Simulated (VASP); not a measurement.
Input of a VASP 6.6.1 run:

Contents of INCAR:

```
PREC = Accurate
ENCUT = 520
EDIFF = 1E-6
ISMEAR = 0
SIGMA = 0.1
LREAL = False
LASPH = True
NELM = 60
ALGO = Normal
ISIF = 2
LWAVE = False
LCHARG = False
GGA = PE
NBANDS = 31
```

KPOINTS

```
Automatic mesh
0
Gamma
  6 6 8
```

File POSCAR:

```
BiSbS4
1.0
    5.7080763334      0.0000000000      0.0000000000
   -2.8540381667      4.9433391115      0.0000000000
    0.0000000000      0.0000000000      5.7554400576
Sb Bi S
1 1 4
Direct
    0.0000000000      0.0000000000      0.5000000000
    0.0000000000      0.0000000000      0.0000000000
    0.3333333333      0.6666666667      0.3286831717
    0.6666666667      0.3333333333      0.3286831717
    0.6666666667      0.3333333333      0.6713168283
    0.3333333333      0.6666666667      0.6713168283
```

Potentials or basis: VASP PAW PBE potentials, release 64 (Sb, Bi_d, S).

Run with:

```bash
$ cat potpaw_PBE.64/Sb/POTCAR potpaw_PBE.64/Bi_d/POTCAR potpaw_PBE.64/S/POTCAR > POTCAR
$ mpirun -np 1 vasp_std > vasp.out
```

(1) Predict the largest force.

(2) Estimate the band gap on the k mesh.

Results:

(1) 0.184 eV/Å.

(2) zero (bands 22 and 23 overlap by 0.89 eV).

Caveat: spin-orbit coupling is left out, which moves the levels of the heavy elements.
